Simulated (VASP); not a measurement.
Set up this calculation in VASP 6.6.1, as the native input.

| Quantity | Value |
| --- | --- |
| Task | single point |
| Functional | PBE |
| Potentials or basis | VASP PAW PBE potentials, release 64 (Sn_d, Te) |
| Cutoff | 520 eV |
| k mesh | 4 × 4 × 6 |
| Occupations | gaussian, width 0.1 eV |
| Spin | no spin polarisation |
| Dipole correction | no |
| Further INCAR settings | ALGO = Normal; EDIFF = 1e-06; NBANDS = 17 |

The structure of SnTe lies in POSCAR:

```
SnTe
1.0
    4.4033879386      0.0000000000      0.0000000000
    0.0000000000      4.4033879386      0.0000000000
    0.0000000000      0.0000000000      3.3526280858
Sn Te
1 1
Direct
    0.0000000000      0.0000000000      0.0000000000
    0.5000000000      0.5000000000      0.0000000000
```

The cell was generated, and may not be a known phase.

The input as run:

INCAR

```
ALGO = Normal
EDIFF = 1E-6
ENCUT = 520
GGA = PE
ISIF = 2
ISMEAR = 0
LASPH = True
LCHARG = False
LREAL = False
LWAVE = False
NBANDS = 17
NELM = 100
PREC = Accurate
SIGMA = 0.1
```

KPOINTS

```
k-points
0
Gamma
  4 4 6
```

Potentials or basis: VASP PAW PBE potentials, release 64 (Sn_d, Te).

The run is started by

```console
$ cat potpaw_PBE.64/Sn_d/POTCAR potpaw_PBE.64/Te/POTCAR > POTCAR
$ mpirun -np 1 vasp_std > vasp.out
```

It gave:

```json
{
 "Pressure": "-0.2 GPa",
 "Band gap on the k mesh": "zero (bands 10 and 11 overlap by 3.95 eV)"
}
```

Caveat: spin-orbit coupling is left out, which moves the levels of the heavy elements.

It took 30 s on 1 thread of Intel Xeon 8259CL, on a shared host, peak memory 0.19 GiB.
